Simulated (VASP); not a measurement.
BeHF, 6 atoms in the cell. Symmetry: P4/nmm, No. 129, tetragonal system. The conventional cell has a = 3.171 Å, b = 3.171 Å, c = 5.240 Å, α = 90.00°, β = 90.00°, γ = 90.00°. Within 2.4 Å of Be (site symmetry 4mm) lie 4 H at 1.82 Å and 4 F at 2.39 Å. Within 2.4 Å of H (site symmetry -4m2) lie 4 Be at 1.82 Å and 4 H at 2.24 Å and 4 F at 2.35 Å. Within 3.1 Å of F (site symmetry 4mm) lie 4 H at 2.35 Å and 6 Be at 2.39 to 2.62 Å and 4 F at 2.86 Å. 

* Program: VASP 6.6.1
* Task: single point
* Functional: PBE
* Potentials or basis: VASP PAW PBE potentials, release 64 (Be, H, F)
* Cutoff: 520 eV
* k mesh: 6 × 6 × 4
* Occupations: gaussian, width 0.1 eV
* Spin: no spin polarisation
* Dipole correction: no
* Further INCAR settings: ALGO = Normal; EDIFF = 1e-06; NBANDS = 19

Potentials or basis: VASP PAW PBE potentials, release 64 (Be, H, F).

Command:

```bash
$ cat potpaw_PBE.64/Be/POTCAR potpaw_PBE.64/H/POTCAR potpaw_PBE.64/F/POTCAR > POTCAR
$ mpirun -np 1 vasp_std > vasp.out
```

Hardware: 1 thread of Oxide Virtual Turin-like Processor, on a shared host.

Question: How long does it take, and how much memory?

Answer: Wall time 19 s on 1 thread of Oxide Virtual Turin-like Processor (shared host), peak memory 0.13 GiB. Counts: scf iterations 13, k points 30.
